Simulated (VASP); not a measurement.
# AlN (F-43m) in VASP: notebook

The runs below take AlN through single point, with SVWN5, LDA, revPBE, BLYP+D3(BJ).

All numbers are computed with VASP 6.6.1; they aren't measurements. Logs are shortened: lines on timing, memory, paths and dates and some standing lists are left out, and cuts for length are marked.

**1. The cell of the first run**

Symmetry: F-43m, No. 216, cubic system. The conventional cell has a = 4.341 Å, b = 4.341 Å, c = 4.341 Å, α = 90.00°, β = 90.00°, γ = 90.00°. Al (site symmetry -43m) has 4 N at 1.88 Å within 2.5 Å. Within 2.5 Å of N (site symmetry -43m) lie 4 Al at 1.88 Å.

**2. Single point, SVWN5**

INCAR

```
SYSTEM = AlN
PREC = Accurate ; ENCUT = 520
EDIFF = 1E-7 ; ISMEAR = -1
SIGMA = 0.05 ; LREAL = .False.
LASPH = .True. ; NELM = 80
ALGO = Normal ; ISIF = 2
LWAVE = .False. ; LCHARG = .True.
GGA = VW ; LELF = .True.
LVHAR = .True. ; NBANDS = 11
```

KPOINTS

```
regular mesh
0
Gamma
  10 10 10
  0 0 0
```

POSCAR

```
AlN
1.0
    0.0000000000      2.1707004940      2.1707004940
    2.1707004940      0.0000000000      2.1707004940
    2.1707004940      2.1707004940      0.0000000000
Al N
1 1
Direct
    0.0000000000      0.0000000000      0.0000000000
    0.2500000000      0.2500000000      0.2500000000
```

Potentials or basis: VASP PAW PBE potentials, release 64 (Al, N).

Launch:

```bash
$ cat potpaw_PBE.64/Al/POTCAR potpaw_PBE.64/N/POTCAR > POTCAR
$ mpirun -np 1 vasp_std > vasp.out
```

OUTCAR:

```text
SYSTEM = AlN
   PREC = Accurate
   ENCUT = 520
   EDIFF = 1E-7
   ISMEAR = -1
   LREAL = .False.
   LASPH = .True.
   NELM = 80
   ISIF = 2
   GGA = VW

 ion  position               nearest neighbor table
   1  0.000  0.000  0.000-   2 1.88   2 1.88   2 1.88   2 1.88
   2  0.250  0.250  0.250-   1 1.88   1 1.88   1 1.88   1 1.88

  LATTYP: Found a face centered cubic cell.
 ALAT       =     4.3414009880

  Lattice vectors:

 A1 = (   0.0000000000,   2.1707004940,   2.1707004940)
 A2 = (   2.1707004940,   0.0000000000,   2.1707004940)
 A3 = (   2.1707004940,   2.1707004940,   0.0000000000)

Analysis of symmetry for initial positions (statically):
=====================================================================
 Subroutine PRICEL returns:
 Original cell was already a primitive cell.

 Routine SETGRP: Setting up the symmetry group for a
 face centered cubic supercell.

 Subroutine GETGRP returns: Found 24 space group operations
 (whereof 24 operations were pure point group operations)
 out of a pool of 48 trial point group operations.

The static configuration has the point symmetry T_d .

Analysis of symmetry for dynamics (positions and initial velocities):
=====================================================================
 Subroutine PRICEL returns:
 Original cell was already a primitive cell.

 Routine SETGRP: Setting up the symmetry group for a
 face centered cubic supercell.

 Subroutine GETGRP returns: Found 24 space group operations
 (whereof 24 operations were pure point group operations)
 out of a pool of 48 trial point group operations.

The dynamic configuration has the point symmetry T_d .

 Subroutine INISYM returns: Found 24 space group operations
 (whereof 24 operations are pure point group operations),
 and found     1 'primitive' translations

----------------------------------------------------------------------------------------

                                     Primitive cell

  volume of cell :      20.4564

  direct lattice vectors                    reciprocal lattice vectors
     0.000000000  2.170700494  2.170700494    -0.230340391  0.230340391  0.230340391
     2.170700494  0.000000000  2.170700494     0.230340391 -0.230340391  0.230340391
     2.170700494  2.170700494  0.000000000     0.230340391  0.230340391 -0.230340391

  length of vectors
     3.069834078  3.069834078  3.069834078     0.398961260  0.398961260  0.398961260

  position of ions in fractional coordinates (direct lattice)
     0.000000000  0.000000000  0.000000000
     0.250000000  0.250000000  0.250000000

  ion indices of the primitive-cell ions
   primitive index   ion index
                 1           1
                 2           2

----------------------------------------------------------------------------------------

 KPOINTS: regular mesh

Automatic generation of k-mesh.
 Grid dimensions read from file:
 generate k-points for:   10   10   10

 Generating k-lattice:

  Cartesian coordinates                     Fractional coordinates (reciprocal lattice)
    -0.023034039  0.023034039  0.023034039     0.100000000  0.000000000  0.000000000
     0.023034039 -0.023034039  0.023034039     0.000000000  0.100000000  0.000000000
     0.023034039  0.023034039 -0.023034039     0.000000000  0.000000000  0.100000000

  Length of vectors
     0.039896126  0.039896126  0.039896126

  Shift w.r.t. Gamma in fractional coordinates (k-lattice)
     0.000000000  0.000000000  0.000000000

 Subroutine IBZKPT returns following result:
 ===========================================

 Found     47 irreducible k-points:

 Following reciprocal coordinates:
            Coordinates               Weight
  0.000000  0.000000  0.000000      1.000000
  0.100000  0.000000  0.000000      8.000000
  0.200000  0.000000  0.000000      8.000000
  0.300000  0.000000  0.000000      8.000000
  0.400000  0.000000  0.000000      8.000000
  0.500000  0.000000  0.000000      4.000000
[... 16 lines left out ...]
  0.300000  0.300000  0.000000      6.000000
  0.400000  0.300000  0.000000     24.000000
 [... further k-points ...]
   k-points           NKPTS =     47   k-points in BZ     NKDIM =     47   number of bands    NBANDS=     11
   number of dos      NEDOS =    301   number of ions     NIONS =      2
   total plane-waves  NPLWV =  13824
   dimension x,y,z NGX =    24 NGY =   24 NGZ =   24
   dimension x,y,z NGXF=    48 NGYF=   48 NGZF=   48
   ions per type =               1   1
   NGX,Y,Z   is equivalent  to a cutoff of  13.00, 13.00, 13.00 a.u.
   NGXF,Y,Z  is equivalent  to a cutoff of  25.99, 25.99, 25.99 a.u.
 SYSTEM =  AlN
   PREC   = accura    normal or accurate (medium, high low for compatibility)
   ISTART =      0    job   : 0-new  1-cont  2-samecut
   ICHARG =      2    charge: 1-file 2-atom 10-const
   ISPIN  =      1    spin polarized calculation?
   LNONCOLLINEAR =      F non collinear calculations
   LSORBIT =      F    spin-orbit coupling
   LASPH  =      T    aspherical Exc in radial PAW
   ENCUT  =  520.0 eV  38.22 Ry    6.18 a.u.   5.71  5.71  5.71*2*pi/ulx,y,z
   NELM   =     80;   NELMIN=  2; NELMDL= -5     # of ELM steps
   EDIFF  = 0.1E-06   stopping-criterion for ELM
   LREAL  =      F    real-space projection
   EDIFFG = 0.1E-05   stopping-criterion for IOM
   NSW    =      0    number of steps for IOM
   IBRION =     -1    ionic relax: 0-MD 1-quasi-New 2-CG
   NFREE  =      0    steps in history (QN), initial steepest desc. (CG)
   ISIF   =      2    stress and relaxation
   ISYM   =      2    0-nonsym 1-usesym 2-fastsym
   POTIM  = 0.5000    time-step for ionic-motion
   TEBEG  =    0.0;   TEEND  =   0.0 temperature during run
   PSTRESS=    0.0 pullay stress
   NELECT =       8.0000    total number of electrons
   NUPDOWN=      -1.0000    fix difference up-down
   EMIN   =  10.00;   EMAX   =-10.00  energy-range for DOS
   EFERMI =   0.00;   METHOD = LEGACY
   ISMEAR =    -1;   SIGMA  =   0.05  broadening in eV -4-tet -1-fermi 0-gaus
   EFERMI_NEDOS =   21; number of points for ismear=-14 and -15
   IALGO  =     38    algorithm
   IMIX   =      4    mixing-type and parameters
     AMIX     =   0.40;   BMIX     =  1.00
     AMIX_MAG =   1.60;   BMIX_MAG =  1.00
  volume/ion in A,a.u.               =      10.23        69.02
  Fermi-wavevector in a.u.,A,eV,Ry     =   1.197186  2.262353 19.500605  1.433254
  Thomas-Fermi vector in A             =   2.333107
   LORBIT       =      0    0 simple, 1 ext, 2 COOP (PROOUT), +10 PAW based schemes
   GGA     = VW    functional components
   LHFCALC =     F    Hartree Fock is set to
   AEXX    =    0.0000 exact exchange contribution
   IVDW    =     0    specifies the selected vdW correction
   LEPSILON=     F    determine dielectric tensor
   LRPA    =     F    only Hartree local field effects (RPA)
 non-spin polarized calculation
  energy-cutoff  :      520.00
  volume of cell :       20.46
 maximum number of plane-waves:       568
   NGX = 11   NGY = 11   NGZ = 11

 number of electron       7.9999999 magnetization

 Free energy of the ion-electron system (eV)
  ---------------------------------------------------
  ext. energy  EPLUGINS =         0.00000000
  ---------------------------------------------------
  free energy    TOTEN  =       -16.36414003 eV

  energy without entropy =      -16.36414003  energy(sigma->0) =      -16.36414003

 E-fermi :   6.9576     XC(G=0): -11.3358

 val. band max:        5.8715650317   @ k =   0.0000   0.0000   0.0000
 cond. band min:       9.1104005681   @ k =   0.5000   0.5000   0.0000
 fundamental gap:      3.2388355364
 Fermi energy:         6.9575673285

 k-point     1 :       0.0000    0.0000    0.0000
  band No.  band energies     occupation
      1      -9.0710      2.00000
      2       5.8716      2.00000
      3       5.8716      2.00000
      4       5.8716      2.00000
      5      10.2607      0.00000
      6      18.4068      0.00000
      7      18.4068      0.00000
      8      18.4068      0.00000
      9      23.6082      0.00000
     10      23.6082      0.00000
     11      24.9864      0.00000

 k-point     2 :       0.1000    0.0000    0.0000
  band No.  band energies     occupation
      1      -8.9182      2.00000
      2       5.0648      2.00000
      3       5.8188      2.00000
      4       5.8188      2.00000
      5      10.8996      0.00000
      6      18.0207      0.00000
      7      18.5422      0.00000
      8      18.5422      0.00000
      9      22.3227      0.00000
     10      22.3227      0.00000
     11      24.1798      0.00000

 k-point     3 :       0.2000    0.0000    0.0000
  band No.  band energies     occupation
      1      -8.4821      2.00000
      2       3.4418      2.00000
      3       5.6876      2.00000
      4       5.6876      2.00000
      5      11.9913      0.00000
      6      17.2291      0.00000
      7      18.4704      0.00000
      8      18.4704      0.00000
      9      21.7813      0.00000
     10      21.7813      0.00000
     11      23.3151      0.00000

 k-point     4 :       0.3000    0.0000    0.0000
  band No.  band energies     occupation
      1      -7.8432      2.00000
      2       1.7543      2.00000
      3       5.5373      2.00000
      4       5.5373      2.00000
      5      12.7971      0.00000
      6      16.4856      0.00000
      7      17.8002      0.00000
      8      17.8002      0.00000
      9      22.8476      0.00000
     10      22.8476      0.00000
     11      23.1316      0.00000
[... 239 lines left out ...]
 k-point    22 :      -0.2000    0.2000    0.0000
  band No.  band energies     occupation
      1      -7.6333      2.00000
      2       2.0726      2.00000
      3       4.1355      2.00000
      4       5.6136      2.00000
      5      13.5135      0.00000
      6      15.8253      0.00000
      7      17.2616      0.00000
      8      18.3444      0.00000
      9      20.8434      0.00000
     10      24.3071      0.00000
     11      27.3149      0.00000

 k-point    23 :       0.3000    0.3000    0.0000
  band No.  band energies     occupation
      1      -7.4471      2.00000
      2       2.3303      2.00000
      3       4.6016      2.00000
      4       4.6016      2.00000
      5      11.1809      0.00000
      6      15.5096      0.00000
      7      17.8155      0.00000
      8      20.3702      0.00000
      9      20.3702      0.00000
     10      26.3288      0.00000
     11      29.8437      0.00000

 k-point    24 :       0.4000    0.3000    0.0000
  band No.  band energies     occupation
      1      -6.9518      2.00000
      2       1.6659      2.00000
      3       4.1264      2.00000
      4       4.4347      2.00000
      5      10.7421      0.00000
      6      15.3424      0.00000
      7      18.1883      0.00000
      8      20.4567      0.00000
      9      20.9710      0.00000
     10      27.2470      0.00000
     11      29.6285      0.00000

 [... further k-points ...]

------------------------ aborting loop because EDIFF is reached ----------------------------------------

  FORCE on cell =-STRESS in cart. coord.  units (eV):
  Direction    XX          YY          ZZ          XY          YZ          ZX
  --------------------------------------------------------------------------------------
  -------------------------------------------------------------------------------------
  Total        0.1169990      0.1169990      0.1169990      0.0000000      0.0000000      0.0000000
  in kB        9.1635338      9.1635338      9.1635338      0.0000000      0.0000000      0.0000000
  external PRESSURE =       9.1635338 kB  Pullay stress =       0.0000000 kB

 VOLUME and BASIS-vectors are now :
 -----------------------------------------------------------------------------
  energy-cutoff  :      520.00
  volume of cell :       20.46
      direct lattice vectors                 reciprocal lattice vectors
     0.000000000  2.170700494  2.170700494    -0.230340391  0.230340391  0.230340391
     2.170700494  0.000000000  2.170700494     0.230340391 -0.230340391  0.230340391
     2.170700494  2.170700494  0.000000000     0.230340391  0.230340391 -0.230340391

 POSITION                                       TOTAL-FORCE (eV/Angst)
 -----------------------------------------------------------------------------------
      0.00000      0.00000      0.00000         0.000000      0.000000      0.000000
      1.08535      1.08535      1.08535        -0.000000     -0.000000     -0.000000
 -----------------------------------------------------------------------------------
    total drift:                                0.000000      0.000000      0.000000

  FREE ENERGIE OF THE ION-ELECTRON SYSTEM (eV)
  ---------------------------------------------------
  free  energy   TOTEN  =       -16.3641400288 eV

  energy  without entropy=      -16.3641400288  energy(sigma->0) =      -16.36414003
```

It took 12 s on 1 thread of AMD EPYC 7R43 (Zen 3), shared host; peak memory 0.09 GiB.

What came out:

| Property | Result |
| --- | --- |
| Free energy | -16.3641 eV |
| Pressure | 0.9 GPa |
| Band gap on the k mesh | 3.24 eV, indirect (least direct gap 4.39 eV) |

Caveat: the PAW data sets were made with another functional, which shifts forces and pressure a little.

[end of part 1 of 3]
